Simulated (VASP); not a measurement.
A run of VASP 6.6.1:

Contents of INCAR:

```
PREC = Accurate ; ENCUT = 520
EDIFF = 1E-6 ; ISMEAR = 1
SIGMA = 0.02 ; LREAL = False
LASPH = True ; NELM = 100
ALGO = Normal ; ISIF = 2
LWAVE = False ; LCHARG = False
GGA = PE ; NBANDS = 32
```

Contents of KPOINTS:

```
Automatic mesh
0
Gamma
  12 12 12
```

File POSCAR:

```
Bi2Te3
1.0
    2.2085012539      1.2750787934      9.9466700000
   -2.2085012539      1.2750787934      9.9466700000
    0.0000000000     -2.5501575869      9.9466700000
Bi Te
2 3
Direct
    0.8120000000      0.8120000000      0.8120000000
    0.4020000000      0.4020000000      0.4020000000
    0.6110000000      0.6110000000      0.6110000000
    0.2000000000      0.2000000000      0.2000000000
    0.0000000000      0.0000000000      0.0000000000
```

Potentials or basis: VASP PAW PBE potentials, release 64 (Bi_d, Te).

Run with:

```console
$ cat potpaw_PBE.64/Bi_d/POTCAR potpaw_PBE.64/Te/POTCAR > POTCAR
$ mpirun -np 1 vasp_std > vasp.out
```

Hardware: 1 thread of Intel(R) Xeon(R) Platinum 8259CL CPU @ 2.50GHz (Skylake/Cascade Lake) (shared host).

Task: Estimate the wall time of this run.

Result: It took 80 min on 1 thread of Intel(R) Xeon(R) Platinum 8259CL CPU @ 2.50GHz (Skylake/Cascade Lake) (shared host), peak memory 1.5 GiB. Counts: scf iterations 13, k points 189.
